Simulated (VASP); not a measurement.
# Si9O16 (a cell with a defect) in VASP: a series of runs, part 2 of 2

VASP 6.6.1. The steps go on from the part before.

## (4) Single point, r2SCAN

POSCAR

```
Si9O16
1.0
   -0.2578880000      5.2562670000      5.8652090000
    5.1448570000     -0.0755360000      5.8652090000
    4.9010550000      5.3318030000      0.0000000000
Si O
9 16
Direct
    0.0625040408      0.0670565597      0.1889843374
    0.2322916124      0.5727265890      0.2768809611
    0.2089265317      0.9503501454      0.5830508018
    0.3400053647      0.2168034379      0.1359422856
    0.6191737320      0.5388924171      0.6064108751
    0.7294911574      0.1073417671      0.7531988467
    0.6908328004      0.4186076305      0.0446599949
    0.8585349858      0.6765168768      0.6641678743
    0.3806231551      0.8388389306      0.8405234792
    0.3573439451      0.6949629718      0.6684417141
    0.2422897241      0.4491604867      0.1408507226
    0.6679534743      0.4048301213      0.8521765420
    0.2301761816      0.1684285399      0.0455858836
    0.3155796161      0.0905951681      0.3876685757
    0.9583011024      0.0513133888      0.7469686235
    0.6736366480      0.3106590523      0.5683728111
    0.5632322150      0.1046723729      1.0049522886
    0.8452050178      0.2059254705      0.1669663232
    0.7830275902      0.9128199064      0.6573289902
    0.0971545034      0.9458773817      0.4321010705
    0.7619877525      0.6438786028      0.5401784230
    0.8061192505      0.5657500214      0.9378359402
    0.4635064841      0.5271317011      0.2711284688
    0.1035409525      0.8258376937      0.1391914863
    0.1076543762      0.5537542795      0.5334721178
```

INCAR.step1

```
  PREC = Accurate
  ENCUT = 520
  ISMEAR = -1
  SIGMA = 0.05
  LREAL = Auto
  LASPH = True
  NELM = 80
  NBANDS = 84
  GGA = PE
  ALGO = Normal
  EDIFF = 1E-4
  LWAVE = True
  LCHARG = False
```

INCAR.step2

```
  PREC = Accurate
  ENCUT = 520
  EDIFF = 1E-6
  ISMEAR = -1
  SIGMA = 0.05
  LREAL = Auto
  LASPH = True
  NELM = 80
  ALGO = Normal
  ISIF = 2
  LWAVE = False
  LCHARG = False
  METAGGA = R2SCAN
  LMIXTAU = True
  NBANDS = 84
  ISTART = 1
```

KPOINTS

```
Automatic mesh
0
Gamma
  2 2 2
```

The run is started by

```console
$ cat potpaw_PBE.64/Si/POTCAR potpaw_PBE.64/O/POTCAR > POTCAR
$ cp INCAR.step1 INCAR
$ mpirun -np 1 vasp_std > vasp.out
$ cp INCAR.step2 INCAR
$ mpirun -np 1 vasp_std > vasp.out
```

Run time: 22 min. Hardware: 1 thread of Intel Xeon Platinum 8259CL at 2.50GHz (Skylake/Cascade Lake), shared host; peak memory 0.54 GiB.

The run converged. Its results:

```yaml
Free_energy: -233.0226 eV
Pressure: 7.1 GPa
Largest_force: 7.568 eV/Å
Band_gap_on_the_k_mesh: 1.62 eV
```

Forces on the atoms (eV/Å):
```
Si  -2.616  5.661 -3.136
Si   2.478 -0.054  2.261
Si   3.215 -1.475 -2.882
Si   1.646  2.162 -2.193
Si  -0.041  1.576 -7.402
Si  -2.285  3.192 -2.067
Si   4.614  1.690 -1.220
Si   1.960  3.850  1.368
Si   1.597 -1.332 -0.551
O   -2.628  1.511  0.496
O    1.261 -0.707  0.867
O   -1.338 -2.272 -2.108
O   -0.625 -3.444 -2.351
O   -0.355 -0.225  3.711
O    0.008  1.780  0.555
O    2.538 -3.334  3.011
O   -4.998  1.202  3.620
O    1.509 -3.063 -1.757
O    2.166 -1.006 -0.847
O   -2.241 -1.786  1.569
O   -1.212 -3.060  2.937
O   -1.166 -0.890  4.213
O   -4.084 -0.905  0.236
O    0.221  1.261  2.365
O    0.374 -0.333 -0.697
```

Stress tensor (GPa, compression positive):
```
-1.20 -3.35  0.55
-3.35  6.57  3.59
 0.55  3.59 15.87
```

Levels at points of the mesh, in eV from the valence-band top:
```csv
k point,band 63,band 64,band 65,band 66,band 67,band 68,band 69,band 70
"(0.00, 0.00, 0.00)",-3.34,-2.76,-2.51,-0.05,1.62,2.26,2.44,3.55
"(0.50, 0.00, 0.00)",-3.19,-2.74,-2.53,-0.09,1.83,2.18,2.48,3.96
"(0.00, 0.50, 0.00)",-3.16,-2.79,-2.53,-0.10,1.73,2.35,2.64,3.88
"(0.50, 0.50, 0.00)",-3.18,-2.70,-2.51,-0.10,1.73,2.18,2.57,3.98
"(0.00, 0.00, 0.50)",-3.10,-2.93,-2.57,-0.06,1.73,2.23,2.55,3.83
"(0.50, 0.00, 0.50)",-3.25,-2.83,-2.44,-0.07,1.93,2.28,2.46,3.79
"(0.00, 0.50, 0.50)",-3.05,-2.98,-2.59,0.00,1.82,2.27,2.57,3.95
"(0.50, 0.50, 0.50)",-3.25,-2.76,-2.45,-0.09,1.71,2.33,2.67,3.75
```

Caveat: the k points lie up to 0.51 Å⁻¹ apart; the atoms stand as in a frame of molecular dynamics; the PAW data sets were made with another functional, which shifts forces and pressure a little.

## (5) Single point, r2SCAN

POSCAR

```
Si9O16
1.0
   -0.2578880000      5.2562670000      5.8652090000
    5.1448570000     -0.0755360000      5.8652090000
    4.9010550000      5.3318030000      0.0000000000
Si O
9 16
Direct
    0.0685280665      0.0569747076      0.1997826677
    0.2386050489      0.5889187443      0.2581139478
    0.1959596547      0.9604697240      0.5877624839
    0.3380609634      0.2111095776      0.1422047452
    0.6177282907      0.5237826086      0.6080156401
    0.7329878623      0.1018843477      0.7646411587
    0.6940493471      0.4087758037      0.0440505040
    0.8624161374      0.6641449792      0.6716259719
    0.3893088989      0.8324548950      0.8265438155
    0.3651429229      0.7092603933      0.6671262980
    0.2322888153      0.4563822960      0.1337636178
    0.6633749937      0.4189393791      0.8350025155
    0.2267763916      0.1749654730      0.0216097497
    0.3167833279      0.0925797485      0.3898109798
    0.9548907030      0.0638453727      0.7539967499
    0.6686892581      0.3300816297      0.5522941800
    0.5607577613      0.0954336890      0.9940757683
    0.8306622167      0.1929500706      0.1749862624
    0.7717257124      0.9162277774      0.6710510097
    0.1167859744      0.9268937990      0.4266390913
    0.7355084177      0.6717560123      0.5333117406
    0.8228195547      0.5787332289      0.9134350840
    0.4675506601      0.5253380844      0.2377827598
    0.1056243479      0.8333362245      0.1363060696
    0.1040525576      0.5355836429      0.5207108779
```

INCAR.step1

```
SYSTEM = Si9O16
ALGO = Normal
EDIFF = 1E-4
ENCUT = 520
GGA = PE
ISMEAR = -1
LASPH = .True.
LCHARG = .False.
LREAL = Auto
LWAVE = .True.
NBANDS = 84
NELM = 60
PREC = Accurate
SIGMA = 0.05
```

INCAR.step2

```
SYSTEM = Si9O16
ALGO = Normal
EDIFF = 1E-7
ENCUT = 520
ISIF = 2
ISMEAR = -1
ISTART = 1
LASPH = .True.
LCHARG = .False.
LMIXTAU = .True.
LREAL = Auto
LWAVE = .False.
METAGGA = R2SCAN
NBANDS = 84
NELM = 60
PREC = Accurate
SIGMA = 0.05
```

KPOINTS

```
k-points
0
Gamma
  2 2 2
  0 0 0
```

The run is started by

```console
$ cat potpaw_PBE.64/Si/POTCAR potpaw_PBE.64/O/POTCAR > POTCAR
$ cp INCAR.step1 INCAR
$ mpirun -np 1 vasp_std > vasp.out
$ cp INCAR.step2 INCAR
$ mpirun -np 1 vasp_std > vasp.out
```

Run time: 46 min. Hardware: 1 thread of Oxide Virtual Turin-like, shared host; peak memory 0.51 GiB.

The run converged. Its results:

```
Free energy            : -234.1751 eV
Pressure               : 4.0 GPa
Largest force          : 6.945 eV/Å
Band gap on the k mesh : 1.64 eV
```

Forces in eV/Å, atoms in the order of the input:
```
Si  -2.872 -1.185 -2.379
Si   1.911 -2.331 -3.445
Si   1.837  1.030 -0.957
Si   0.642 -1.638 -0.814
Si   4.013 -0.640  1.561
Si  -3.837 -2.228 -0.650
Si   3.447 -0.445  3.074
Si  -1.346 -3.969  4.559
Si   1.809 -1.613  0.566
O   -2.553  0.562 -1.301
O   -0.057  0.603  0.616
O    0.518  2.945 -3.032
O    2.029  0.096 -2.632
O   -0.389 -0.549  2.420
O   -0.614  0.705  0.521
O   -2.209  0.847 -2.212
O   -0.722  1.570  1.918
O   -0.024  0.583  0.473
O    0.290 -0.331  0.209
O    0.000 -0.358  0.802
O   -0.550 -0.916  1.266
O    0.607  4.152 -5.535
O   -3.473  2.481  2.079
O    0.861  1.090  2.003
O    0.685 -0.463  0.888
```

Stress tensor (GPa, compression positive):
```
-1.49 -1.60 -3.24
-1.60  5.43 -0.10
-3.24 -0.10  8.12
```

Levels at points of the mesh, in eV from the valence-band top:
```csv
k point,band 63,band 64,band 65,band 66,band 67,band 68,band 69,band 70
"(0.00, 0.00, 0.00)",-4.07,-3.59,-3.06,-0.02,1.64,2.44,2.90,3.52
"(0.50, 0.00, 0.00)",-4.05,-3.59,-2.85,-0.09,2.17,2.29,3.21,3.25
"(0.00, 0.50, 0.00)",-4.00,-3.62,-2.92,-0.12,2.01,2.58,3.13,3.43
"(0.50, 0.50, 0.00)",-4.04,-3.67,-2.86,-0.06,1.94,2.59,2.95,3.45
"(0.00, 0.00, 0.50)",-4.05,-3.61,-2.91,-0.01,2.05,2.32,2.94,3.54
"(0.50, 0.00, 0.50)",-4.14,-3.67,-2.76,-0.07,2.39,2.52,2.74,3.17
"(0.00, 0.50, 0.50)",-3.92,-3.56,-2.88,0.00,2.31,2.47,2.68,3.55
"(0.50, 0.50, 0.50)",-4.05,-3.64,-2.76,-0.05,1.93,2.55,3.10,3.39
```

Caveat: the k points lie up to 0.51 Å⁻¹ apart; the atoms stand as in a frame of molecular dynamics; the PAW data sets were made with another functional, which shifts forces and pressure a little.

## (6) Single point, r2SCAN

POSCAR

```
Si9O16
1.0
   -0.2578880000      5.2562670000      5.8652090000
    5.1448570000     -0.0755360000      5.8652090000
    4.9010550000      5.3318030000      0.0000000000
Si O
9 16
Direct
    0.0710497682      0.0565330681      0.1846680625
    0.2404738911      0.5695228200      0.2656370646
    0.2062330300      0.9618583372      0.5810302934
    0.3429124563      0.2063262836      0.1361163634
    0.6215963783      0.5217558876      0.6045112361
    0.7429463226      0.0899310736      0.7585743126
    0.6875670311      0.4106206038      0.0502608109
    0.8619693332      0.6655295163      0.6676597909
    0.3879911701      0.8347444562      0.8319264747
    0.3591476619      0.7078390388      0.6771989375
    0.2446275078      0.4355528575      0.1458929417
    0.6785258213      0.4108812228      0.8447280293
    0.2184958417      0.1902193465      0.0276259131
    0.3119116486      0.1027368319      0.3862988606
    0.9525822495      0.0795037341      0.7451098158
    0.6820140491      0.3135173975      0.5533463840
    0.5736080627      0.0909036368      0.9959162719
    0.8394893211      0.1936707931      0.1749594090
    0.7655995932      0.9197452939      0.6762586697
    0.1138361532      0.9338332478      0.4347468976
    0.7463021601      0.6612691643      0.5433783303
    0.8165381098      0.5625431813      0.9255499389
    0.4627765358      0.5218260590      0.2484412158
    0.0970434555      0.8243559354      0.1424250366
    0.1106503708      0.5597093726      0.5266643038
```

INCAR.step1

```
SYSTEM = Si9O16
PREC     = Accurate       ! precision mode
ENCUT    = 520            ! plane-wave cutoff, eV
ISMEAR   = -1             ! smearing method
SIGMA    = 0.05           ! smearing width, eV
LREAL    = Auto         
LASPH    = .TRUE.         ! aspherical terms in the spheres
NELM     = 60             ! most SCF steps
NBANDS   = 84             ! bands
GGA      = PE             ! functional
ALGO     = Normal         ! electronic algorithm
EDIFF    = 1E-4           ! SCF threshold, eV
LWAVE    = .TRUE.         ! write WAVECAR
LCHARG   = .FALSE.        ! write CHGCAR
```

INCAR.step2

```
SYSTEM = Si9O16
PREC     = Accurate       ! precision mode
ENCUT    = 520            ! plane-wave cutoff, eV
EDIFF    = 1E-6           ! SCF threshold, eV
ISMEAR   = -1             ! smearing method
SIGMA    = 0.05           ! smearing width, eV
LREAL    = Auto         
LASPH    = .TRUE.         ! aspherical terms in the spheres
NELM     = 60             ! most SCF steps
ALGO     = Normal         ! electronic algorithm
ISIF     = 2              ! what is computed and relaxed
LWAVE    = .FALSE.        ! write WAVECAR
LCHARG   = .FALSE.        ! write CHGCAR
METAGGA  = R2SCAN         ! meta-GGA
LMIXTAU  = .TRUE.       
NBANDS   = 84             ! bands
ISTART   = 1
```

KPOINTS

```
regular mesh
0
G
  2 2 2
  0 0 0
```

Potentials or basis: VASP PAW PBE potentials, release 64 (Si, O).

The run is started by

```console
$ cat potpaw_PBE.64/Si/POTCAR potpaw_PBE.64/O/POTCAR > POTCAR
$ cp INCAR.step1 INCAR
$ mpirun -np 1 vasp_std > vasp.out
$ cp INCAR.step2 INCAR
$ mpirun -np 1 vasp_std > vasp.out
```

Wall time 41 min (1 thread of Oxide Virtual Turin-like, shared host); peak memory 0.51 GiB.

The run converged. Its results:

- Free energy: -233.6801 eV
- Pressure: 5.4 GPa
- Largest force: 5.249 eV/Å
- Band gap on the k mesh: 1.34 eV

Forces in eV/Å, atoms in the order of the input:
```
Si  -1.363  3.094 -2.798
Si   4.212 -2.780 -1.325
Si   3.462 -0.004 -2.694
Si  -1.149  0.829 -0.797
Si   3.184  2.253 -1.175
Si  -0.704 -1.110  0.324
Si   3.797  2.529  2.170
Si   2.478  1.977  3.378
Si   1.579 -1.447  0.017
O   -3.393  1.524 -0.286
O    1.950 -1.459  2.156
O   -2.149 -3.351 -3.421
O   -0.093 -1.130 -3.266
O   -0.738  0.591  2.724
O   -1.829  2.285  1.125
O    0.941 -0.540 -0.063
O   -0.481  0.744  1.222
O    0.912 -1.455 -0.549
O   -2.514 -0.169 -1.865
O   -2.110 -3.145  1.052
O   -1.870 -3.839 -0.165
O   -0.175  0.965  0.007
O   -3.792  2.580  2.451
O    0.155  1.620  2.350
O   -0.309 -0.558 -0.570
```

Stress tensor (GPa, compression positive):
```
-0.35 -1.38  0.95
-1.38  5.46  3.24
 0.95  3.24 10.97
```

Levels at points of the mesh, in eV from the valence-band top:
```
           k point  band 62  band 63  band 64  band 65  band 66  band 67  band 68  band 69  band 70  band 71
(0.00, 0.00, 0.00)    -3.78    -3.42    -3.32    -3.05    -0.01     1.34     2.33     2.63     3.33     4.58
(0.50, 0.00, 0.00)    -3.83    -3.45    -3.34    -2.84    -0.06     1.57     2.09     2.83     3.84     3.98
(0.00, 0.50, 0.00)    -3.85    -3.44    -3.31    -2.92    -0.09     1.57     2.31     2.85     3.64     4.45
(0.50, 0.50, 0.00)    -3.83    -3.47    -3.30    -2.88    -0.05     1.54     2.16     2.78     3.76     4.41
(0.00, 0.00, 0.50)    -3.86    -3.51    -3.31    -2.95    -0.03     1.57     2.08     2.84     3.68     4.58
(0.50, 0.00, 0.50)    -3.86    -3.57    -3.40    -2.76    -0.06     1.70     2.23     2.70     3.66     4.31
(0.00, 0.50, 0.50)    -3.76    -3.56    -3.32    -2.90     0.00     1.69     2.16     2.75     3.84     4.67
(0.50, 0.50, 0.50)    -3.79    -3.57    -3.38    -2.77    -0.06     1.56     2.27     2.85     3.60     4.45
```

Caveat: the k points lie up to 0.51 Å⁻¹ apart; the atoms stand as in a frame of molecular dynamics; the PAW data sets were made with another functional, which shifts forces and pressure a little.

## (7) The runs side by side

```csv
cell,gap on the mesh (eV),pressure (GPa),largest force (eV/Å)
"as given, atomic positions A",1.51,5.1,5.97
"as given, atomic positions B",1.79,3.8,7.13
"as given, atomic positions C",1.62,7.1,7.57
"as given, atomic positions D",1.64,4.0,6.95
"as given, atomic positions E",1.34,5.4,5.25
```

Alike in all rows: task single point; level r2SCAN; potentials or basis VASP PAW PBE potentials, release 64 (Si, O); no spin polarisation; k mesh 2 × 2 × 2; cutoff (eV) 520; smearing fermi-dirac 0.05 eV.

Caveats: all runs use coarse meshes; the PAW data sets were made with another functional, which shifts forces and pressure a little; the atoms stand as in a frame of molecular dynamics (at least some runs).

Total energies depend on the potentials used, so only differences within one code and one set of settings carry meaning.
